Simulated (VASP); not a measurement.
Runs of VASP 6.6.1 on Hg. The structure is that of space group P6/mmm (No. 191), or close to it. The cells are those of the table. 

```tsv
cell	k mesh	gap on the mesh (eV)	pressure (GPa)
a = 5.354, b = 5.354, c = 3.132 Å, angles 90.0, 90.0, 120.0°, 3 atoms	8 × 8 × 11	none	(a)
a = 5.279, b = 5.279, c = 3.087 Å, angles 90.0, 90.0, 120.0°, 3 atoms	8 × 8 × 11	none	2.6
a = 5.428, b = 5.428, c = 3.174 Å, angles 90.0, 90.0, 120.0°, 3 atoms	8 × 8 × 11	none	0.2
a = 5.499, b = 5.499, c = 3.216 Å, angles 90.0, 90.0, 120.0°, 3 atoms	8 × 8 × 11	none	-0.5
a = 5.201, b = 5.201, c = 3.042 Å, angles 90.0, 90.0, 120.0°, 3 atoms	8 × 8 × 11	none	4.5
a = 5.428, b = 5.428, c = 3.174 Å, angles 90.0, 90.0, 120.0°, 3 atoms	7 × 7 × 10	none	0.2
```

Alike in all rows: task single point; level r2SCAN; potentials or basis VASP PAW PBE potentials, release 64 (Hg); no spin polarisation; cutoff (eV) 520; smearing fermi-dirac 0.1 eV.

Q: Estimate the missing entries.

A: (a) 1.2.

Caveats: the PAW data sets were made with another functional, which shifts forces and pressure a little; spin-orbit coupling is left out, which moves the levels of the heavy elements; the cell stands under pressure (at least some runs).

A k mesh can miss the band edges, and the runs leave out spin-orbit coupling on Hg.

A gap of «none» marks levels without a gap at the run's occupations.
